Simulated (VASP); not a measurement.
# Yb2P6Os (Fm-3m) in VASP: further runs

Runs on Yb2P6Os. Level: PBE. Tasks: single point.

Everything below comes from runs of VASP 6.6.1. Logs are shortened: lines on timing, memory, paths and dates and some standing lists are left out, and cuts for length are marked.

## Step 1: The cell of the first run

It takes space group Fm-3m (No. 225, cubic). The conventional cell has a = 8.869 Å, b = 8.869 Å, c = 8.869 Å, α = 90.00°, β = 90.00°, γ = 90.00°. Within 4.1 Å of Yb (site symmetry -43m) lie 12 P at 3.14 Å and 4 Os at 3.84 Å. Within 2.9 Å of P (site symmetry 4mm) lie 1 Os at 2.23 Å. Os (site symmetry m-3m) has 6 P at 2.23 Å within 2.9 Å.

The cell was built from a structure type or drawn by symmetry, and may not be a known phase.

## Step 2: Single point, PBE

INCAR

```
ALGO     = Normal         # electronic algorithm
EDIFF    = 1E-6           # SCF threshold, eV
ENCUT    = 600            # plane-wave cutoff, eV
GGA      = PE             # functional
GGA_COMPAT= F            
ISIF     = 2              # what is computed and relaxed
ISMEAR   = 0              # smearing method
LASPH    = T              # aspherical terms in the spheres
LCHARG   = F              # write CHGCAR
LMAXMIX  = 6              # l up to which the mixer works
LREAL    = F              # projectors in reciprocal space
LWAVE    = F              # write WAVECAR
NBANDS   = 53             # bands
NELM     = 200            # most SCF steps
PREC     = Accurate       # precision mode
SIGMA    = 0.1            # smearing width, eV
```

KPOINTS

```
k-points
0
Gamma
  4 4 4
```

POSCAR

```
Yb2P6Os
1.0
    0.0000000000      4.4345300600      4.4345300600
    4.4345300600      0.0000000000      4.4345300600
    4.4345300600      4.4345300600      0.0000000000
Yb P Os
2 6 1
Direct
    0.2500000000      0.2500000000      0.2500000000
    0.7500000000      0.7500000000      0.7500000000
    0.7491003300      0.2508996700      0.7491003300
    0.2508996700      0.2508996700      0.7491003300
    0.7491003300      0.7491003300      0.2508996700
    0.2508996700      0.7491003300      0.2508996700
    0.2508996700      0.7491003300      0.7491003300
    0.7491003300      0.2508996700      0.2508996700
    0.0000000000      0.0000000000      0.0000000000
```

Potentials or basis: VASP PAW PBE potentials, release 64 (Yb, P, Os).

Command:

```sh
> cat potpaw_PBE.64/Yb/POTCAR potpaw_PBE.64/P/POTCAR potpaw_PBE.64/Os/POTCAR > POTCAR
> mpirun -np 1 vasp_std > vasp.out
```

OUTCAR:

```text
EDIFF = 1E-6
   ENCUT = 600
   GGA = PE
   ISIF = 2
   ISMEAR = 0
   LASPH = T
   LREAL = F
   NELM = 200
   PREC = Accurate

 ion  position               nearest neighbor table
   1  0.250  0.250  0.250-   4 3.14   6 3.14   8 3.14   3 3.14   4 3.14   7 3.14   5 3.14   6 3.14
                             7 3.14   3 3.14   5 3.14   8 3.14
   2  0.750  0.750  0.750-   4 3.14   6 3.14   7 3.14   3 3.14   4 3.14   8 3.14   5 3.14   6 3.14
                             8 3.14   3 3.14   5 3.14   7 3.14
   3  0.749  0.251  0.749-   9 2.23   1 3.14   2 3.14   1 3.14   2 3.14
   4  0.251  0.251  0.749-   9 2.23   1 3.14   1 3.14   2 3.14   2 3.14
   5  0.749  0.749  0.251-   9 2.23   1 3.14   2 3.14   1 3.14   2 3.14
   6  0.251  0.749  0.251-   9 2.23   1 3.14   1 3.14   2 3.14   2 3.14
   7  0.251  0.749  0.749-   9 2.23   1 3.14   2 3.14   1 3.14   2 3.14
   8  0.749  0.251  0.251-   9 2.23   1 3.14   1 3.14   2 3.14   2 3.14
   9  0.000  0.000  0.000-   3 2.23   4 2.23   5 2.23   6 2.23   7 2.23   8 2.23

  LATTYP: Found a face centered cubic cell.
 ALAT       =     8.8690601200

  Lattice vectors:

 A1 = (   0.0000000000,   4.4345300600,   4.4345300600)
 A2 = (   4.4345300600,   0.0000000000,   4.4345300600)
 A3 = (   4.4345300600,   4.4345300600,   0.0000000000)

Analysis of symmetry for initial positions (statically):
=====================================================================
 Subroutine PRICEL returns:
 Original cell was already a primitive cell.

 Routine SETGRP: Setting up the symmetry group for a
 face centered cubic supercell.

 Subroutine GETGRP returns: Found 48 space group operations
 (whereof 48 operations were pure point group operations)
 out of a pool of 48 trial point group operations.

The static configuration has the point symmetry O_h .

Analysis of symmetry for dynamics (positions and initial velocities):
=====================================================================
 Subroutine PRICEL returns:
 Original cell was already a primitive cell.

 Routine SETGRP: Setting up the symmetry group for a
 face centered cubic supercell.

 Subroutine GETGRP returns: Found 48 space group operations
 (whereof 48 operations were pure point group operations)
 out of a pool of 48 trial point group operations.

The dynamic configuration has the point symmetry O_h .

 Subroutine INISYM returns: Found 48 space group operations
 (whereof 48 operations are pure point group operations),
 and found     1 'primitive' translations

----------------------------------------------------------------------------------------

                                     Primitive cell

  volume of cell :     174.4106

  direct lattice vectors                    reciprocal lattice vectors
     0.000000000  4.434530060  4.434530060    -0.112751519  0.112751519  0.112751519
     4.434530060  0.000000000  4.434530060     0.112751519 -0.112751519  0.112751519
     4.434530060  4.434530060  0.000000000     0.112751519  0.112751519 -0.112751519

  length of vectors
     6.271372554  6.271372554  6.271372554     0.195291359  0.195291359  0.195291359

  position of ions in fractional coordinates (direct lattice)
     0.250000000  0.250000000  0.250000000
     0.750000000  0.750000000  0.750000000
     0.749100330  0.250899670  0.749100330
     0.250899670  0.250899670  0.749100330
     0.749100330  0.749100330  0.250899670
     0.250899670  0.749100330  0.250899670
     0.250899670  0.749100330  0.749100330
     0.749100330  0.250899670  0.250899670
     0.000000000  0.000000000  0.000000000

  ion indices of the primitive-cell ions
   primitive index   ion index
                 1           1
                 2           2
                 3           3
                 4           4
                 5           5
                 6           6
                 7           7
                 8           8
                 9           9

----------------------------------------------------------------------------------------

 KPOINTS: k-points

Automatic generation of k-mesh.
 Grid dimensions read from file:
 generate k-points for:    4    4    4

 Generating k-lattice:

  Cartesian coordinates                     Fractional coordinates (reciprocal lattice)
    -0.028187880  0.028187880  0.028187880     0.250000000  0.000000000  0.000000000
     0.028187880 -0.028187880  0.028187880     0.000000000  0.250000000  0.000000000
     0.028187880  0.028187880 -0.028187880     0.000000000  0.000000000  0.250000000

  Length of vectors
     0.048822840  0.048822840  0.048822840

  Shift w.r.t. Gamma in fractional coordinates (k-lattice)
     0.000000000  0.000000000  0.000000000

 Subroutine IBZKPT returns following result:
 ===========================================

 Found      8 irreducible k-points:

 Following reciprocal coordinates:
            Coordinates               Weight
  0.000000  0.000000  0.000000      1.000000
  0.250000  0.000000  0.000000      8.000000
  0.500000  0.000000  0.000000      4.000000
  0.250000  0.250000  0.000000      6.000000
  0.500000  0.250000  0.000000     24.000000
 -0.250000  0.250000  0.000000     12.000000
  0.500000  0.500000  0.000000      3.000000
 -0.250000  0.500000  0.250000      6.000000
   k-points           NKPTS =      8   k-points in BZ     NKDIM =      8   number of bands    NBANDS=     53
   number of dos      NEDOS =    301   number of ions     NIONS =      9
   total plane-waves  NPLWV = 125000
   dimension x,y,z NGX =    50 NGY =   50 NGZ =   50
   dimension x,y,z NGXF=   100 NGYF=  100 NGZF=  100
   ions per type =               2   6   1
   NGX,Y,Z   is equivalent  to a cutoff of  13.25, 13.25, 13.25 a.u.
   NGXF,Y,Z  is equivalent  to a cutoff of  26.51, 26.51, 26.51 a.u.
 SYSTEM =  unknown system
   PREC   = accura    normal or accurate (medium, high low for compatibility)
   ISTART =      0    job   : 0-new  1-cont  2-samecut
   ICHARG =      2    charge: 1-file 2-atom 10-const
   ISPIN  =      1    spin polarized calculation?
   LNONCOLLINEAR =      F non collinear calculations
   LSORBIT =      F    spin-orbit coupling
   LASPH  =      T    aspherical Exc in radial PAW
   ENCUT  =  600.0 eV  44.10 Ry    6.64 a.u.  12.53 12.53 12.53*2*pi/ulx,y,z
   NELM   =    200;   NELMIN=  2; NELMDL= -5     # of ELM steps
   EDIFF  = 0.1E-05   stopping-criterion for ELM
   LREAL  =      F    real-space projection
   EDIFFG = 0.1E-04   stopping-criterion for IOM
   NSW    =      0    number of steps for IOM
   IBRION =     -1    ionic relax: 0-MD 1-quasi-New 2-CG
   NFREE  =      0    steps in history (QN), initial steepest desc. (CG)
   ISIF   =      2    stress and relaxation
   ISYM   =      2    0-nonsym 1-usesym 2-fastsym
   POTIM  = 0.5000    time-step for ionic-motion
   TEBEG  =    0.0;   TEEND  =   0.0 temperature during run
   PSTRESS=    0.0 pullay stress
   NELECT =      86.0000    total number of electrons
   NUPDOWN=      -1.0000    fix difference up-down
   EMIN   =  10.00;   EMAX   =-10.00  energy-range for DOS
   EFERMI =   0.00;   METHOD = LEGACY
   ISMEAR =     0;   SIGMA  =   0.10  broadening in eV -4-tet -1-fermi 0-gaus
   EFERMI_NEDOS =   21; number of points for ismear=-14 and -15
   IALGO  =     38    algorithm
   IMIX   =      4    mixing-type and parameters
     AMIX     =   0.40;   BMIX     =  1.00
     AMIX_MAG =   1.60;   BMIX_MAG =  1.00
  volume/ion in A,a.u.               =      19.38       130.78
  Fermi-wavevector in a.u.,A,eV,Ry     =   1.293352  2.444081 22.759271  1.672759
  Thomas-Fermi vector in A             =   2.425003
   LORBIT       =      0    0 simple, 1 ext, 2 COOP (PROOUT), +10 PAW based schemes
   GGA     = PE    functional components
   LHFCALC =     F    Hartree Fock is set to
   AEXX    =    0.0000 exact exchange contribution
   IVDW    =     0    specifies the selected vdW correction
   LEPSILON=     F    determine dielectric tensor
   LRPA    =     F    only Hartree local field effects (RPA)
 non-spin polarized calculation
 Gauss-broadening in eV      SIGMA  =   0.10
  energy-cutoff  :      600.00
  volume of cell :      174.41
 maximum number of plane-waves:      5855
   NGX = 25   NGY = 25   NGZ = 25

 number of electron      86.0000021 magnetization

 Free energy of the ion-electron system (eV)
  ---------------------------------------------------
  ext. energy  EPLUGINS =         0.00000000
  ---------------------------------------------------
  free energy    TOTEN  =       -50.57021868 eV

  energy without entropy =      -50.54212103  energy(sigma->0) =      -50.55616986

 E-fermi :   5.8513     XC(G=0): -10.7889

 val. band max:        5.8253006575   @ k =  -0.2500   0.2500   0.0000
 cond. band min:       5.8877845615   @ k =  -0.2500   0.5000   0.2500
 fundamental gap:      0.0624839040
 Fermi energy:         5.8512532429

 k-point     1 :       0.0000    0.0000    0.0000
  band No.  band energies     occupation
      1     -45.8894      2.00000
      2     -45.8882      2.00000
      3     -18.2061      2.00000
      4     -18.2061      2.00000
      5     -18.2061      2.00000
      6     -18.1794      2.00000
[... 45 lines left out ...]
     52       8.0812      0.00000
     53       8.0812      0.00000

 k-point     2 :       0.2500    0.0000    0.0000
  band No.  band energies     occupation
      1     -45.8892      2.00000
      2     -45.8884      2.00000
      3     -18.2038      2.00000
      4     -18.2026      2.00000
      5     -18.2026      2.00000
      6     -18.1853      2.00000
[... 45 lines left out ...]
     52       8.7873      0.00000
     53       8.7873      0.00000
[... 278 lines left out ...]
     52       8.9842      0.00000
     53       9.8630      0.00000

 k-point     8 :      -0.2500    0.5000    0.2500
  band No.  band energies     occupation
      1     -45.8888      2.00000
      2     -45.8888      2.00000
      3     -18.2174      2.00000
      4     -18.2164      2.00000
      5     -18.1942      2.00000
      6     -18.1942      2.00000
[... 45 lines left out ...]
     52       9.9206      0.00000
     53      10.0647      0.00000

------------------------ aborting loop because EDIFF is reached ----------------------------------------

  FORCE on cell =-STRESS in cart. coord.  units (eV):
  Direction    XX          YY          ZZ          XY          YZ          ZX
  --------------------------------------------------------------------------------------
  -------------------------------------------------------------------------------------
  Total        6.0949890      6.0949890      6.0949890      0.0000000      0.0000000     -0.0000000
  in kB       55.9900303     55.9900303     55.9900303      0.0000000      0.0000000     -0.0000000
  external PRESSURE =      55.9900303 kB  Pullay stress =       0.0000000 kB

 VOLUME and BASIS-vectors are now :
 -----------------------------------------------------------------------------
  energy-cutoff  :      600.00
  volume of cell :      174.41
      direct lattice vectors                 reciprocal lattice vectors
     0.000000000  4.434530060  4.434530060    -0.112751519  0.112751519  0.112751519
     4.434530060  0.000000000  4.434530060     0.112751519 -0.112751519  0.112751519
     4.434530060  4.434530060  0.000000000     0.112751519  0.112751519 -0.112751519

 POSITION                                       TOTAL-FORCE (eV/Angst)
 -----------------------------------------------------------------------------------
      2.21727      2.21727      2.21727        -0.000000      0.000000      0.000000
      6.65180      6.65180      6.65180        -0.000000      0.000000     -0.000000
      4.43453      6.64382      4.43453        -0.000000     -3.344466      0.000000
      4.43453      4.43453      2.22524        -0.000000      0.000000      3.344466
      4.43453      4.43453      6.64382        -0.000000      0.000000     -3.344466
      4.43453      2.22524      4.43453        -0.000000      3.344466      0.000000
      6.64382      4.43453      4.43453        -3.344466      0.000000      0.000000
      2.22524      4.43453      4.43453         3.344466      0.000000      0.000000
      0.00000      0.00000      0.00000        -0.000000      0.000000     -0.000000
 -----------------------------------------------------------------------------------
    total drift:                               -0.000000      0.000000     -0.000000

  FREE ENERGIE OF THE ION-ELECTRON SYSTEM (eV)
  ---------------------------------------------------
  free  energy   TOTEN  =       -50.5702186840 eV

  energy  without entropy=      -50.5421210329  energy(sigma->0) =      -50.55616986
```

Run time: 7.1 min. Hardware: 1 thread of Intel Xeon 6975P-C (Granite Rapids), shared host; peak memory 0.42 GiB.

Results:

- Free energy: -50.5702 eV
- Pressure: 5.6 GPa
- Largest force: 3.344 eV/Å
- Band gap on the k mesh: zero (bands 43 and 44 overlap by 0.68 eV)

Forces in eV/Å, atoms in the order of the input:
```
Yb   0.000  0.000  0.000
Yb   0.000  0.000  0.000
P    0.000 -3.344  0.000
P    0.000  0.000  3.344
P    0.000  0.000 -3.344
P    0.000  3.344  0.000
P   -3.344  0.000  0.000
P    3.344  0.000  0.000
Os   0.000  0.000  0.000
```

Caveat: the cell stands under pressure; spin-orbit coupling is left out, which moves the levels of the heavy elements; forces of over 1 eV/Å act on the atoms, so gaps and moduli don't describe the material at rest. Spin polarisation is off, so any magnetic state and its effect on volume and gap are missing.

## Step 3: Single point, PBE

This run uses another cell than the first one, of 17.64 Å³/atom.

INCAR

```
SYSTEM = Yb2P6Os
PREC = Accurate
ENCUT = 600
EDIFF = 1E-6
ISMEAR = 0
SIGMA = 0.1
LREAL = .FALSE.
LASPH = .TRUE.
NELM = 200
ALGO = Normal
ISIF = 2
LWAVE = .FALSE.
LCHARG = .FALSE.
GGA = PE
NBANDS = 53
GGA_COMPAT = .FALSE.
LMAXMIX = 6
```

KPOINTS

```
regular mesh
0
G
  8 8 8
  0 0 0
```

POSCAR

```
Yb2P6Os
1.0
    0.0000000000      4.2974834804      4.2974834804
    4.2974834804      0.0000000000      4.2974834804
    4.2974834804      4.2974834804      0.0000000000
Yb P Os
2 6 1
Direct
    0.2500000000      0.2500000000      0.2500000000
    0.7500000000      0.7500000000      0.7500000000
    0.7226664751      0.2773335249      0.7226664751
    0.2773335249      0.2773335249      0.7226664751
    0.7226664751      0.7226664751      0.2773335249
    0.2773335249      0.7226664751      0.2773335249
    0.2773335249      0.7226664751      0.7226664751
    0.7226664751      0.2773335249      0.2773335249
    0.0000000000      0.0000000000      0.0000000000
```

Potentials or basis: VASP PAW PBE potentials, release 64 (Yb, P, Os).

Command:

```sh
> cat potpaw_PBE.64/Yb/POTCAR potpaw_PBE.64/P/POTCAR potpaw_PBE.64/Os/POTCAR > POTCAR
> mpirun -np 1 vasp_std > vasp.out
```

OUTCAR:

```text
SYSTEM = Yb2P6Os
   PREC = Accurate
   ENCUT = 600
   EDIFF = 1E-6
   ISMEAR = 0
   LREAL = .FALSE.
   LASPH = .TRUE.
   NELM = 200
   ISIF = 2
   GGA = PE

 ion  position               nearest neighbor table
   1  0.250  0.250  0.250-   6 3.05   8 3.05   3 3.05   7 3.05   6 3.05   7 3.05   3 3.05   8 3.05
                             4 3.05   5 3.05   5 3.05   4 3.05
   2  0.750  0.750  0.750-   6 3.05   7 3.05   3 3.05   8 3.05   6 3.05   8 3.05   3 3.05   7 3.05
                             4 3.05   5 3.05   5 3.05   4 3.05
   3  0.723  0.277  0.723-   9 2.38   5 2.71   7 2.71   8 2.71   4 2.71   2 3.05   1 3.05   1 3.05
                             2 3.05
   4  0.277  0.277  0.723-   9 2.38   6 2.71   7 2.71   8 2.71   3 2.71   1 3.05   1 3.05   2 3.05
                             2 3.05
   5  0.723  0.723  0.277-   9 2.38   6 2.71   7 2.71   8 2.71   3 2.71   2 3.05   1 3.05   1 3.05
[... 1572 lines left out ...]
  energy-cutoff  :      600.00
  volume of cell :      158.73
      direct lattice vectors                 reciprocal lattice vectors
     0.000000000  4.297483480  4.297483480    -0.116347160  0.116347160  0.116347160
     4.297483480  0.000000000  4.297483480     0.116347160 -0.116347160  0.116347160
     4.297483480  4.297483480  0.000000000     0.116347160  0.116347160 -0.116347160

 POSITION                                       TOTAL-FORCE (eV/Angst)
 -----------------------------------------------------------------------------------
      2.14874      2.14874      2.14874         0.000000      0.000000     -0.000000
      6.44623      6.44623      6.44623         0.000000     -0.000000      0.000000
      4.29748      6.21129      4.29748         0.000000     -0.030814      0.000000
      4.29748      4.29748      2.38367         0.000000      0.000000      0.030814
      4.29748      4.29748      6.21129         0.000000      0.000000     -0.030814
      4.29748      2.38367      4.29748         0.000000      0.030814      0.000000
      6.21129      4.29748      4.29748        -0.030814      0.000000      0.000000
      2.38367      4.29748      4.29748         0.030814      0.000000      0.000000
      0.00000      0.00000      0.00000         0.000000      0.000000     -0.000000
 -----------------------------------------------------------------------------------
    total drift:                               -0.000000     -0.000000      0.000000

  FREE ENERGIE OF THE ION-ELECTRON SYSTEM (eV)
  ---------------------------------------------------
  free  energy   TOTEN  =       -52.6104492139 eV

  energy  without entropy=      -52.5850025978  energy(sigma->0) =      -52.59772591
```

It took 29 min on 1 thread of Intel Xeon 6975P-C (Granite Rapids), shared host; peak memory 0.56 GiB.

Results:

* Free energy: -52.6104 eV
* Pressure: 0.4 GPa
* Largest force: 0.031 eV/Å
* Band gap on the k mesh: zero (bands 43 and 44 overlap by 0.80 eV)

Forces in eV/Å, atoms in the order of the input:
```
Yb   0.000  0.000  0.000
Yb   0.000  0.000  0.000
P    0.000 -0.031  0.000
P    0.000  0.000  0.031
P    0.000  0.000 -0.031
P    0.000  0.031  0.000
P   -0.031  0.000  0.000
P    0.031  0.000  0.000
Os   0.000  0.000  0.000
```

Caveat: spin-orbit coupling is left out, which moves the levels of the heavy elements. Spin polarisation is off, so any magnetic state and its effect on volume and gap are missing.
